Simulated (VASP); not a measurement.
# CdTe (F-43m) in VASP: further runs, part 2 of 2

VASP 6.6.1.

## 3. Relaxation of cell and atoms, r2SCAN, target pressure 10 GPa, at which the enthalpy is minimised

POSCAR

```
CdTe
1.0
    0.0000000000      3.2778765323      3.2778765323
    3.2778765323      0.0000000000      3.2778765323
    3.2778765323      3.2778765323      0.0000000000
Cd Te
1 1
Direct
    0.0000000000      0.0000000000      0.0000000000
    0.7500000000      0.7500000000      0.7500000000
```

INCAR.step1

```
ALGO     = Normal         # electronic algorithm
EDIFF    = 1E-4           # SCF threshold, eV
ENCUT    = 600            # plane-wave cutoff, eV
GGA      = PE             # functional
ISMEAR   = 0              # smearing method
LASPH    = True           # aspherical terms in the spheres
LCHARG   = False          # write CHGCAR
LREAL    = False          # projectors in reciprocal space
LWAVE    = True           # write WAVECAR
NELM     = 80             # most SCF steps
PREC     = Accurate       # precision mode
SIGMA    = 0.01           # smearing width, eV
```

INCAR.step2

```
ALGO     = Normal         # electronic algorithm
EDIFF    = 1E-7           # SCF threshold, eV
EDIFFG   = -0.002         # ionic threshold
ENCUT    = 600            # plane-wave cutoff, eV
IBRION   = 2              # ionic algorithm
ISIF     = 3              # what is computed and relaxed
ISMEAR   = 0              # smearing method
ISTART   = 1            
LASPH    = True           # aspherical terms in the spheres
LCHARG   = False          # write CHGCAR
LMIXTAU  = True         
LREAL    = False          # projectors in reciprocal space
LWAVE    = False          # write WAVECAR
METAGGA  = R2SCAN         # meta-GGA
NELM     = 80             # most SCF steps
NSW      = 100            # ionic steps
PREC     = Accurate       # precision mode
PSTRESS  = 100.0        
SIGMA    = 0.01           # smearing width, eV
```

KPOINTS

```
k-points
0
Gamma
  8 8 8
```

Potentials or basis: VASP PAW PBE potentials, release 64 (Cd, Te).

Command:

```sh
$ cat potpaw_PBE.64/Cd/POTCAR potpaw_PBE.64/Te/POTCAR > POTCAR
$ cp INCAR.step1 INCAR
$ mpirun -np 1 vasp_std > vasp.out
$ cp INCAR.step2 INCAR
$ mpirun -np 1 vasp_std > vasp.out
```

OUTCAR:

```text
EDIFF = 1E-7
   EDIFFG = -0.002
   ENCUT = 600
   IBRION = 2
   ISIF = 3
   ISMEAR = 0
   ISTART = 1
   LASPH = True
   LREAL = False
   METAGGA = R2SCAN
   NELM = 80
   NSW = 100
   PREC = Accurate
   PSTRESS = 100.0

 ion  position               nearest neighbor table
   1  0.000  0.000  0.000-   2 2.84   2 2.84   2 2.84   2 2.84
   2  0.750  0.750  0.750-   1 2.84   1 2.84   1 2.84   1 2.84

  LATTYP: Found a face centered cubic cell.
 ALAT       =     6.5557530646

  Lattice vectors:

 A1 = (   0.0000000000,   3.2778765323,   3.2778765323)
 A2 = (   3.2778765323,   0.0000000000,   3.2778765323)
 A3 = (   3.2778765323,   3.2778765323,   0.0000000000)

Analysis of symmetry for initial positions (statically):
=====================================================================
 Subroutine PRICEL returns:
 Original cell was already a primitive cell.

 Routine SETGRP: Setting up the symmetry group for a
 face centered cubic supercell.

 Subroutine GETGRP returns: Found 24 space group operations
 (whereof 24 operations were pure point group operations)
 out of a pool of 48 trial point group operations.

The static configuration has the point symmetry T_d .

Analysis of symmetry for dynamics (positions and initial velocities):
=====================================================================
 Subroutine PRICEL returns:
 Original cell was already a primitive cell.

 Routine SETGRP: Setting up the symmetry group for a
 face centered cubic supercell.

 Subroutine GETGRP returns: Found 24 space group operations
 (whereof 24 operations were pure point group operations)
 out of a pool of 48 trial point group operations.

The dynamic configuration has the point symmetry T_d .

 Subroutine INISYM returns: Found 24 space group operations
 (whereof 24 operations are pure point group operations),
 and found     1 'primitive' translations

----------------------------------------------------------------------------------------

                                     Primitive cell

  volume of cell :      70.4381

  direct lattice vectors                    reciprocal lattice vectors
     0.000000000  3.277876532  3.277876532    -0.152537777  0.152537777  0.152537777
[... 122 lines left out ...]
 maximum number of plane-waves:      2397
 NGX is ok and might be reduce to    40
   NGX = 19   NGY = 19   NGZ = 19

--------------------------------------- Ionic step        1  -------------------------------------------

 number of electron      17.9999999 magnetization

 Free energy of the ion-electron system (eV)
  ---------------------------------------------------
  ext. energy  EPLUGINS =         0.00000000
  ---------------------------------------------------
  free energy    TOTEN  =       -46.64557561 eV

  energy without entropy =      -46.64557561  energy(sigma->0) =      -46.64557561

------------------------ aborting loop because EDIFF is reached ----------------------------------------

  FORCE on cell =-STRESS in cart. coord.  units (eV):
  Direction    XX          YY          ZZ          XY          YZ          ZX
  --------------------------------------------------------------------------------------
  -------------------------------------------------------------------------------------
  Total        0.0488986      0.0488986      0.0488986      0.0000000      0.0000000     -0.0000000
  in kB        1.1122420      1.1122420      1.1122420      0.0000000      0.0000000     -0.0000000
  external PRESSURE =     -98.8877580 kB  Pullay stress =     100.0000000 kB
[... 25 lines left out ...]
--------------------------------------- Ionic step        2  -------------------------------------------

 number of electron      18.0000003 magnetization

 E-fermi :   5.5296     XC(G=0): -10.5867

 val. band max:        5.4636779681   @ k =   0.0000   0.0000   0.0000
 cond. band min:       7.5061159288   @ k =   0.5000   0.5000   0.0000
 fundamental gap:      2.0424379607
 Fermi energy:         5.5295751052

 k-point     1 :       0.0000    0.0000    0.0000
  band No.  band energies     occupation
      1      -8.4053      2.00000
      2      -4.7234      2.00000
      3      -4.7234      2.00000
      4      -4.7234      2.00000
      5      -4.1271      2.00000
      6      -4.1271      2.00000
      7       5.4637      2.00000
      8       5.4637      2.00000
      9       5.4637      2.00000
     10       7.7294      0.00000
     11      10.0434      0.00000
     12      10.0434      0.00000
     13      10.0434      0.00000
[... 557 lines left out ...]
--------------------------------------- Ionic step        7  -------------------------------------------

 number of electron      17.9999998 magnetization

 Free energy of the ion-electron system (eV)
  ---------------------------------------------------
  ext. energy  EPLUGINS =         0.00000000
  ---------------------------------------------------
  free energy    TOTEN  =       -46.35585421 eV

  energy without entropy =      -46.35585421  energy(sigma->0) =      -46.35585421

 E-fermi :   3.4877     XC(G=0):  -9.7306

 val. band max:        3.4138083537   @ k =   0.0000   0.0000   0.0000
 cond. band min:       5.1248984654   @ k =   0.0000   0.0000   0.0000
 fundamental gap:      1.7110901117
 Fermi energy:         3.4877302199

 k-point     1 :       0.0000    0.0000    0.0000
  band No.  band energies     occupation
      1      -8.9991      2.00000
      2      -5.7062      2.00000
      3      -5.7062      2.00000
      4      -5.7062      2.00000
      5      -5.3018      2.00000
      6      -5.3018      2.00000
      7       3.4138      2.00000
      8       3.4138      2.00000
      9       3.4138      2.00000
     10       5.1249      0.00000
     11       8.3023      0.00000
     12       8.3023      0.00000
     13       8.3023      0.00000
[... 401 lines left out ...]
  energy  without entropy=      -46.3558542058  energy(sigma->0) =      -46.35585421

  enthalpy is  TOTEN    =       -42.6279914226 eV   P V=        3.7278627832

 reached required accuracy - stopping structural energy minimisation
```

Wall time 12 min (1 thread of AMD EPYC 9R45 (Zen 5), shared host); peak memory 0.26 GiB.

Results:

- Free energy: -46.3559 eV
- Relaxed volume: 29.86 Å³/atom
- Relaxed cell: a = 4.388 Å, b = 4.388 Å, c = 4.388 Å, α = 60.00°, β = 60.00°, γ = 60.00°
- Space group after relaxing (to 0.05 Å): F-43m (No. 216)
- Energy change on relaxing (the enthalpy is what falls): +144.9 meV/atom
- Ionic steps: 7
- Pressure after relaxing: 10.0 GPa
- Band gap on the k mesh: 1.71 eV, direct

The path:
```csv
step,energy change (eV),largest force (eV/Å),pressure (GPa),volume (Å³)
1,0.0000,0.0000,0.11,70.44
2,1.3522,0.0000,29.59,50.52
3,0.2701,0.0000,9.57,60.05
4,0.2857,0.0000,9.92,59.79
5,0.2984,0.0000,10.20,59.59
6,0.2802,0.0000,9.79,59.88
7,0.2897,0.0000,10.01,59.73
```

Final structure:
```xyz
2
Lattice="0.0000 3.1025 3.1025 3.1025 0.0000 3.1025 3.1025 3.1025 0.0000" Properties=species:S:1:pos:R:3 pbc="T T T"
Cd    0.0000    0.0000    0.0000
Te    4.6538    4.6538    4.6538
```

Caveat: the cell is relaxed towards a set pressure, so the enthalpy falls and the energy may rise; the volume moved by over 15 % at a fixed basis, so the end points are rough; the PAW data sets were made with another functional, which shifts forces and pressure a little; spin-orbit coupling is left out, which moves the levels of the heavy elements. r2SCAN opens gaps a little over a GGA but as a rule still falls short of measured ones.

## 4. Relaxation of cell and atoms, r2SCAN, target pressure 15 GPa, at which the enthalpy is minimised

POSCAR is that of step 3.

INCAR.step1

```
SYSTEM = CdTe
PREC = Accurate ; ENCUT = 600
ISMEAR = 0 ; SIGMA = 0.01
LREAL = .False. ; LASPH = .True.
NELM = 100 ; GGA = PE
ALGO = Normal ; EDIFF = 1E-4
LWAVE = .True. ; LCHARG = .False.
```

INCAR.step2

```
SYSTEM = CdTe
PREC = Accurate ; ENCUT = 600
EDIFF = 1E-6 ; ISMEAR = 0
SIGMA = 0.01 ; LREAL = .False.
LASPH = .True. ; NELM = 100
ALGO = Normal ; ISIF = 3
LWAVE = .False. ; LCHARG = .False.
METAGGA = R2SCAN ; LMIXTAU = .True.
IBRION = 2 ; NSW = 100
EDIFFG = -0.002 ; PSTRESS = 150.0
ISTART = 1
```

KPOINTS

```
Automatic mesh
0
Gamma
  8 8 8
  0 0 0
```

Command:

```sh
$ cat potpaw_PBE.64/Cd/POTCAR potpaw_PBE.64/Te/POTCAR > POTCAR
$ cp INCAR.step1 INCAR
$ mpirun -np 1 vasp_std > vasp.out
$ cp INCAR.step2 INCAR
$ mpirun -np 1 vasp_std > vasp.out
```

Wall time 9.7 min (1 thread of AMD EPYC 9R45 (Zen 5), shared host); peak memory 0.26 GiB.

It converged, with:

| Item | Value |
| --- | --- |
| Free energy | -46.1138 eV |
| Relaxed volume | 28.30 Å³/atom |
| Relaxed cell | a = 4.310 Å, b = 4.310 Å, c = 4.310 Å, α = 60.00°, β = 60.00°, γ = 60.00° |
| Space group after relaxing (to 0.05 Å) | F-43m (No. 216) |
| Energy change on relaxing (the enthalpy is what falls) | +265.9 meV/atom |
| Ionic steps | 5 |
| Pressure after relaxing | 15.0 GPa |
| Band gap on the k mesh | 1.89 eV, direct |

Step by step:
```
step  energy change (eV)  largest force (eV/Å)  pressure (GPa)  volume (Å³)
   1              0.0000                0.0000            0.11        70.44
   2              3.8390                0.0000           70.24        42.06
   3              0.4496                0.0000           13.38        57.53
   4              0.5068                0.0000           14.51        56.87
   5              0.5318                0.0000           15.00        56.60
```

Final structure:
```yaml
crystal:
  lattice:
    - [0.00000, 3.04733, 3.04733]
    - [3.04733, 0.00000, 3.04733]
    - [3.04733, 3.04733, 0.00000]
  atoms:
    - { symbol: Cd, position: [0.00000, 0.00000, 0.00000] }
    - { symbol: Te, position: [0.75000, 0.75000, 0.75000] }
```

Levels at points of the mesh, in eV from the valence-band top:
```csv
k point,band 7,band 8,band 9,band 10,band 11,band 12
"(0.00, 0.00, 0.00)",0.00,0.00,0.00,1.89,4.81,4.81
"(0.50, 0.00, 0.00)",-5.77,-1.12,-1.12,2.41,5.42,5.42
"(0.50, 0.50, 0.00)",-5.40,-2.67,-2.67,2.41,2.82,10.69
```

Caveat: the cell is relaxed towards a set pressure, so the enthalpy falls and the energy may rise; the volume moved by over 15 % at a fixed basis, so the end points are rough; the PAW data sets were made with another functional, which shifts forces and pressure a little; spin-orbit coupling is left out, which moves the levels of the heavy elements.

## 5. Summary

```tsv
cell	gap on the mesh (eV)	pressure (GPa)
relaxed to 7 GPa	1.58	7.0
relaxed to 10 GPa	1.71	10.0
relaxed to 15 GPa	1.89	15.0
```

Alike in all rows: task relaxation of cell and atoms; level r2SCAN; potentials or basis VASP PAW PBE potentials, release 64 (Cd, Te); no spin polarisation; k mesh 8 × 8 × 8; cutoff (eV) 600; smearing gaussian 0.01 eV.

Caveats: the cell is relaxed towards a set pressure, so the enthalpy falls and the energy may rise; the PAW data sets were made with another functional, which shifts forces and pressure a little; spin-orbit coupling is left out, which moves the levels of the heavy elements; the volume moved by over 15 % at a fixed basis, so the end points are rough (some runs).

Total energies depend on the potentials used, so only differences within one code and one set of settings carry meaning.
